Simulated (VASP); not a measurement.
Here is a VASP 6.6.1 calculation.

File INCAR:

```
PREC = Accurate
ENCUT = 520
EDIFF = 1E-7
ISMEAR = -1
SIGMA = 0.1
LREAL = F
LASPH = T
NELM = 60
ALGO = Normal
ISIF = 2
LWAVE = F
LCHARG = F
GGA = RP
NBANDS = 25
```

The input KPOINTS:

```
Automatic mesh
0
Gamma
  8 8 11
```

File POSCAR:

```
Cd
1.0
    5.1875773231      0.0000000000      0.0000000000
   -2.5937886615      4.4925737459      0.0000000000
    0.0000000000      0.0000000000      3.1313945002
Cd
3
Direct
    0.0000000000      1.0000000000      0.0000000000
    0.3333333333      0.6666666667      0.5000000000
    0.6666666667      0.3333333333      0.5000000000
```

Potentials or basis: VASP PAW PBE potentials, release 64 (Cd).

Launch:

```console
$ cat potpaw_PBE.64/Cd/POTCAR > POTCAR
$ mpirun -np 1 vasp_std > vasp.out
```

Q: Estimate the band gap on the k mesh.

A: Zero (bands 18 and 19 overlap by 4.26 eV).

Q: Predict the pressure.

A: 1.4 GPa.

Caveat: the PAW data sets were made with another functional, which shifts forces and pressure a little.
